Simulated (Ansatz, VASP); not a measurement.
La2Zr2O: VASP beside Ansatz

```
La Zr O
1.0
     4.30075    0.00000    0.00000
     0.00000    4.30075    0.00000
     0.00000    0.00000    6.22478
La Zr O
2 2 1
Direct
  0.00000 0.50000 0.00000
  0.50000 0.00000 0.00000
  0.50000 0.50000 0.68403
  0.50000 0.50000 0.31597
  0.50000 0.50000 0.00000
```

Alike in both runs: task relaxation of cell and atoms; functional PBE; k mesh 4 × 4 × 4; occupations gaussian, width 0.1 eV; no spin polarisation.

|  | VASP | Ansatz |
| --- | --- | --- |
| version | VASP 6.6.1 | Ansatz 0.2.0 |
| potentials or method | VASP PAW PBE potentials, release 64 (La, Zr_sv, O), cutoff 600 eV | scalar-relativistic, plane waves, PAW |
| valence electrons in the cell | 52 | 52 |

|  | VASP | Ansatz | Ansatz less VASP |
| --- | --- | --- | --- |
| gap on the k mesh at the Fermi level, each at its own relaxed structure (eV) | none | none | - |
| relaxed volume (Å³/atom) | 33.60 | 33.35 | -0.248 |
| relaxed cell length with the largest relative difference (Å) | 5.002 | 4.984 | -0.0173 |

A gap of «none» marks a metal or a gap that the smearing closes.

The k mesh is coarse, so the values compare programs but aren't converged. Spin-orbit coupling is off throughout. Noted on VASP's run: the volume moved by over 15 % at a fixed basis, so the end points are rough.
